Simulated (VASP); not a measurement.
A run of VASP 6.6.1:

File INCAR:

```
SYSTEM = NaGa12O18
PREC = Accurate
ENCUT = 520
EDIFF = 1E-7
ISMEAR = -1
SIGMA = 0.01
LREAL = Auto
LASPH = .True.
NELM = 60
ALGO = Normal
ISIF = 2
LWAVE = .False.
LCHARG = .False.
GGA = PE
NELECT = 270.0
NBANDS = 156
```

File KPOINTS:

```
Automatic mesh
0
Gamma
  1 1 1
  0.25 0.25 0.25
```

The input POSCAR:

```
NaGa12O18
1.0
    0.0000000000      9.2496621800      0.0000000000
   -1.3977182400      0.0000000000      5.7085775500
    6.2279771500     -1.5416103600      0.0067278600
Ga O Na
12 18 1
Direct
    0.1209817390      0.6725283612      0.6802602282
    0.2259137059      0.3072924650      0.3149787220
    0.3054233211      0.2027089487      0.8148573562
    0.0290649677      0.7980397156      0.1295204923
    0.4437097838      0.6879651471      0.6726664748
    0.5517121526      0.3101023345      0.3132905986
    0.6332699207      0.2031027158      0.8136905850
    0.3650646789      0.7904727145      0.1852309512
    0.7745331320      0.6739675081      0.6898499426
    0.8833802448      0.3487384900      0.3068264546
    0.9773518611      0.2207295194      0.8535286093
    0.6781747878      0.7927868904      0.1562986944
    0.1791769813      0.7191032077     -0.0016985178
    0.1749482186      0.2604737002      0.9970009029
    0.2720841037      0.4286724363      0.6403453621
    0.0471485525      0.5922201322      0.3432664940
    0.0498332655      0.1145169638      0.2920737192
    0.2753786266      0.8908714267      0.6607410630
    0.4890369685      0.7349541724     -0.0072665886
    0.4985811365      0.2575852720      0.9896904701
    0.6081829592      0.4324398109      0.6468332999
    0.3936104767      0.5582178593      0.3461814698
    0.3913598425      0.1026951038      0.3301251386
    0.6120131600      0.8887857875      0.6726368780
    0.8265771011      0.7315336021      0.0088738057
    0.8253509971      0.2673834245      0.9911005678
    0.9436166223      0.4195991251      0.6484757817
    0.7274842111      0.5841454087      0.3525094328
    0.7183479237      0.1104480876      0.3117672496
    0.9586471713      0.8866746545      0.7519438856
    0.9151270083      0.9426684668      0.4453055693
```

Potentials or basis: VASP PAW PBE potentials, release 64 (Ga_d, O, Na_pv).

Command:

```bash
$ cat potpaw_PBE.64/Ga_d/POTCAR potpaw_PBE.64/O/POTCAR potpaw_PBE.64/Na_pv/POTCAR > POTCAR
$ mpirun -np 1 vasp_std > vasp.out
```

Hardware: 1 thread of Intel(R) Xeon(R) 6975P-C (Granite Rapids), on a shared host.

Question: How long does it take, and how much memory?

Answer: Wall time 110 s on 1 thread of Intel(R) Xeon(R) 6975P-C (Granite Rapids), on a shared host, peak memory 0.39 GiB. Counts: scf iterations 21, k points 1.
